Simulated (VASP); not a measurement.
AlRu:

```
CELL_PARAMETERS angstrom
2.98250 0.00000 0.00000
0.00000 2.98250 0.00000
0.00000 0.00000 2.98250
ATOMIC_POSITIONS crystal
Al 0.00000 0.00000 0.00000
Ru 0.50000 0.50000 0.50000
```

```yaml
Program: VASP 6.6.1
Task: relaxation of cell and atoms
Functional: PBE
Potentials_or_basis: VASP PAW PBE potentials, release 64 (Al, Ru_pv)
Cutoff: 500 eV
k_mesh: 6 × 6 × 6
Occupations: gaussian, width 0.1 eV
Spin: no spin polarisation
```

At the start: pressure 4.5 GPa; volume 13.27 Å³/atom.

Question: How do energy, volume and symmetry change on relaxing?

Answer: Over 3 steps the energy falls by 3.9 meV/atom and the volume is 13.55 Å³/atom (+2.1 %); space group Pm-3m (No. 221, to 0.05 Å).

The path:
```csv
step,energy change (eV),largest force (eV/Å),pressure (GPa),volume (Å³)
1,0.0000,0.0000,4.50,26.53
2,0.0100,0.0000,-6.17,27.99
3,-0.0077,0.0000,-0.03,27.10
```

Final structure:
```
CELL_PARAMETERS angstrom
3.00358 0.00000 0.00000
0.00000 3.00358 0.00000
0.00000 0.00000 3.00358
ATOMIC_POSITIONS crystal
Al 0.00000 0.00000 0.00000
Ru 0.50000 0.50000 0.50000
```
